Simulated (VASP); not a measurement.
# GaSb (Immm) in VASP: a series of runs, part 2 of 2

VASP 6.6.1.

### Step 3. Single point, PBE

This run uses another cell than the first one, of 23.12 Å³/atom, 0.960 times its volume.

File INCAR:

```
SYSTEM = GaSb
ALGO     = Normal         ! electronic algorithm
EDIFF    = 1E-6           ! SCF threshold, eV
ENCUT    = 520            ! plane-wave cutoff, eV
GGA      = PE             ! functional
ISIF     = 2              ! what is computed and relaxed
ISMEAR   = -1             ! smearing method
LASPH    = .True.         ! aspherical terms in the spheres
LCHARG   = .False.        ! write CHGCAR
LREAL    = .False.        ! projectors in reciprocal space
LWAVE    = .False.        ! write WAVECAR
NBANDS   = 16             ! bands
NELM     = 60             ! most SCF steps
PREC     = Accurate       ! precision mode
SIGMA    = 0.05           ! smearing width, eV
```

File KPOINTS:

```
k-points
0
Gamma
  10 10 10
  0 0 0
```

File POSCAR:

```
GaSb
1.0
   -1.5348727331      2.6388498790      2.8542093822
    1.5348727331     -2.6388498790      2.8542093822
    1.5348727331      2.6388498790     -2.8542093822
Sb Ga
1 1
Direct
    0.5000000000      0.5000000000      0.0000000000
    0.0000000000      0.0000000000      0.0000000000
```

Potentials or basis: VASP PAW PBE potentials, release 64 (Sb, Ga_d).

Started as:

```
$ cat potpaw_PBE.64/Sb/POTCAR potpaw_PBE.64/Ga_d/POTCAR > POTCAR
$ mpirun -np 1 vasp_std > vasp.out
```

OUTCAR:

```text
SYSTEM = GaSb
   EDIFF = 1E-6
   ENCUT = 520
   GGA = PE
   ISIF = 2
   ISMEAR = -1
   LASPH = .True.
   LREAL = .False.
   NELM = 60
   PREC = Accurate

 ion  position               nearest neighbor table
   1  0.500  0.500  0.000-   2 2.85   2 2.85   2 3.05   2 3.05   2 3.05   2 3.05
   2  0.000  0.000  0.000-   1 2.85   1 2.85   1 3.05   1 3.05   1 3.05   1 3.05

  LATTYP: Found a body centered orthorhombic cell.
 ALAT       =     3.0697454662
 B/A-ratio  =     1.7192629865
 C/A-ratio  =     1.8595739703

  Lattice vectors:

[... 626 lines left out ...]
      4      -7.8164      2.00000
      5      -7.7922      2.00000
      6      -4.1141      2.00000
[... 8 lines left out ...]
     15      14.9254      0.00000
     16      16.4286      0.00000

 [... further k-points ...]
[... 5 lines left out ...]
  --------------------------------------------------------------------------------------
  -------------------------------------------------------------------------------------
  Total        0.9970762      0.5326728      0.4585575     -0.0000000      0.0000000      0.0000000
  in kB       34.5466589     18.4560286     15.8880831     -0.0000000      0.0000000      0.0000000
  external PRESSURE =      22.9635902 kB  Pullay stress =       0.0000000 kB

 VOLUME and BASIS-vectors are now :
 -----------------------------------------------------------------------------
  energy-cutoff  :      520.00
  volume of cell :       46.24
      direct lattice vectors                 reciprocal lattice vectors
    -1.534872733  2.638849879  2.854209382     0.000000000  0.189476485  0.175179860
     1.534872733 -2.638849879  2.854209382     0.325759908  0.000000000  0.175179860
     1.534872733  2.638849879 -2.854209382     0.325759908  0.189476485  0.000000000

 POSITION                                       TOTAL-FORCE (eV/Angst)
 -----------------------------------------------------------------------------------
      0.00000      0.00000      2.85421        -0.000000      0.000000     -0.000000
      0.00000      0.00000      0.00000         0.000000     -0.000000      0.000000
 -----------------------------------------------------------------------------------
    total drift:                               -0.000000     -0.000000      0.000000

  FREE ENERGIE OF THE ION-ELECTRON SYSTEM (eV)
  ---------------------------------------------------
  free  energy   TOTEN  =        -6.9664492690 eV

  energy  without entropy=       -6.9612887613  energy(sigma->0) =       -6.96386902
```

stdout:

```text
POSCAR found type information on POSCAR SbGa
 POSCAR found :  2 types and       2 ions
 scaLAPACK will be used
 LDA part: xc-table for (Slater+PW92), standard interpolation
 POSCAR, INCAR and KPOINTS ok, starting setup
 FFT: planning ... GRIDC
 FFT: planning ... GRID_SOFT
 FFT: planning ... GRID
 WAVECAR not read
 entering main loop
```

Run time: 70 s. Hardware: 1 thread of Intel Xeon Platinum 8259CL at 2.50GHz (Skylake/Cascade Lake), shared host; peak memory 0.27 GiB.

Results:

- Free energy: -6.9664 eV
- Pressure: 2.3 GPa
- Band gap on the k mesh: zero (band 9 reaches 9.11 eV, above the bottom of band 10 at 4.37 eV)

Levels at points of the mesh, in eV from the Fermi level:
```
           k point  band 7  band 8  band 9  band 10  band 11  band 12
(0.00, 0.00, 0.00)   -3.11   -2.28   -1.82     3.28     5.61     6.29
(0.50, 0.00, 0.00)   -8.29   -0.24    1.44     2.16     2.63     5.01
(0.00, 0.50, 0.00)   -6.21   -2.07   -0.53    -0.32     1.01     3.03
(0.50, 0.50, 0.00)   -5.29   -2.92   -2.20    -1.82     3.22     3.93
(0.50, 0.50, 0.50)   -6.05   -5.35   -5.05     3.38     7.18     9.96
```

Caveat: spin-orbit coupling is left out, which moves the levels of the heavy elements.

### Step 4. Single point, PBE

This run uses another cell than the first one, of 25.05 Å³/atom, 1.040 times its volume.

File INCAR:

```
SYSTEM = GaSb
  PREC = Accurate
  ENCUT = 520
  EDIFF = 1E-6
  ISMEAR = -1
  SIGMA = 0.05
  LREAL = .False.
  LASPH = .True.
  NELM = 100
  ALGO = Normal
  ISIF = 2
  LWAVE = .False.
  LCHARG = .False.
  GGA = PE
  NBANDS = 16
```

File KPOINTS:

```
Automatic mesh
0
Gamma
  10 10 10
  0 0 0
```

File POSCAR:

```
GaSb
1.0
   -1.5763757296      2.7102044447      2.9313872741
    1.5763757296     -2.7102044447      2.9313872741
    1.5763757296      2.7102044447     -2.9313872741
Sb Ga
1 1
Direct
    0.5000000000      0.5000000000      0.0000000000
    0.0000000000      0.0000000000      0.0000000000
```

Potentials or basis: VASP PAW PBE potentials, release 64 (Sb, Ga_d).

Started as:

```
$ cat potpaw_PBE.64/Sb/POTCAR potpaw_PBE.64/Ga_d/POTCAR > POTCAR
$ mpirun -np 1 vasp_std > vasp.out
```

OUTCAR:

```text
SYSTEM = GaSb
   PREC = Accurate
   ENCUT = 520
   EDIFF = 1E-6
   ISMEAR = -1
   LREAL = .False.
   LASPH = .True.
   NELM = 100
   ISIF = 2
   GGA = PE

 ion  position               nearest neighbor table
   1  0.500  0.500  0.000-   2 2.93   2 2.93   2 3.14   2 3.14   2 3.14   2 3.14
   2  0.000  0.000  0.000-   1 2.93   1 2.93   1 3.14   1 3.14   1 3.14   1 3.14

  LATTYP: Found a body centered orthorhombic cell.
 ALAT       =     3.1527514592
 B/A-ratio  =     1.7192629865
 C/A-ratio  =     1.8595739703

  Lattice vectors:

[... 626 lines left out ...]
      4      -8.6492      2.00000
      5      -8.6341      2.00000
      6      -4.5168      2.00000
[... 8 lines left out ...]
     15      13.9683      0.00000
     16      15.2449      0.00000

 [... further k-points ...]
[... 5 lines left out ...]
  --------------------------------------------------------------------------------------
  -------------------------------------------------------------------------------------
  Total       -0.3537537     -0.6740650     -0.8143283     -0.0000000      0.0000000      0.0000000
  in kB      -11.3140120    -21.5584428    -26.0444457     -0.0000000      0.0000000      0.0000000
  external PRESSURE =     -19.6389669 kB  Pullay stress =       0.0000000 kB

 VOLUME and BASIS-vectors are now :
 -----------------------------------------------------------------------------
  energy-cutoff  :      520.00
  volume of cell :       50.10
      direct lattice vectors                 reciprocal lattice vectors
    -1.576375730  2.710204445  2.931387274     0.000000000  0.184487927  0.170567705
     1.576375730 -2.710204445  2.931387274     0.317183265  0.000000000  0.170567705
     1.576375730  2.710204445 -2.931387274     0.317183265  0.184487927  0.000000000

 POSITION                                       TOTAL-FORCE (eV/Angst)
 -----------------------------------------------------------------------------------
      0.00000      0.00000      2.93139        -0.000000      0.000000      0.000000
      0.00000      0.00000      0.00000         0.000000     -0.000000     -0.000000
 -----------------------------------------------------------------------------------
    total drift:                               -0.000000     -0.000000     -0.000000

  FREE ENERGIE OF THE ION-ELECTRON SYSTEM (eV)
  ---------------------------------------------------
  free  energy   TOTEN  =        -6.9667059436 eV

  energy  without entropy=       -6.9606977306  energy(sigma->0) =       -6.96370184
```

stdout:

```text
POSCAR found type information on POSCAR SbGa
 POSCAR found :  2 types and       2 ions
 scaLAPACK will be used
 LDA part: xc-table for (Slater+PW92), standard interpolation
 POSCAR, INCAR and KPOINTS ok, starting setup
 FFT: planning ... GRIDC
 FFT: planning ... GRID_SOFT
 FFT: planning ... GRID
 WAVECAR not read
 entering main loop
```

Run time: 65 s. Hardware: 1 thread of Intel Xeon Platinum 8259CL at 2.50GHz (Skylake/Cascade Lake), shared host; peak memory 0.28 GiB.

Results:

- Free energy: -6.9667 eV
- Pressure: -2.0 GPa
- Band gap on the k mesh: zero (band 9 reaches 7.94 eV, above the bottom of band 10 at 3.74 eV)

Levels at points of the mesh, in eV from the Fermi level:
```csv
k point,band 7,band 8,band 9,band 10,band 11,band 12
"(0.00, 0.00, 0.00)",-3.31,-2.03,-1.62,3.45,5.11,5.99
"(0.50, 0.00, 0.00)",-7.79,-0.20,1.50,1.92,2.51,4.61
"(0.00, 0.50, 0.00)",-5.83,-1.98,-0.40,-0.23,1.18,2.69
"(0.50, 0.50, 0.00)",-4.80,-3.07,-1.95,-1.62,3.39,3.76
"(0.50, 0.50, 0.50)",-5.82,-4.84,-4.56,3.19,7.00,9.24
```

Caveat: spin-orbit coupling is left out, which moves the levels of the heavy elements.

### Step 5. Summary

```tsv
task	cell	cutoff (eV)	gap on the mesh (eV)	pressure (GPa)
relaxation of cell and atoms	relaxed to 30 GPa from a = 4.236 Å, angles 136.9, 101.7, 93.9°, 2 atoms	600	none	30.0
single point	a = 4.179 Å, angles 136.9, 101.7, 93.9°, 2 atoms	520	none	2.3
single point	a = 4.292 Å, angles 136.9, 101.7, 93.9°, 2 atoms	520	none	-2.0
```

Alike in all rows: level PBE; potentials or basis VASP PAW PBE potentials, release 64 (Sb, Ga_d); no spin polarisation; k mesh 10 × 10 × 10; smearing fermi-dirac 0.05 eV.

Caveats: spin-orbit coupling is left out, which moves the levels of the heavy elements; the cell is relaxed towards a set pressure, so the enthalpy falls and the energy may rise (some runs); the volume moved by over 15 % at a fixed basis, so the end points are rough (some runs).

Total energies depend on the potentials used, so only differences within one code and one set of settings carry meaning.
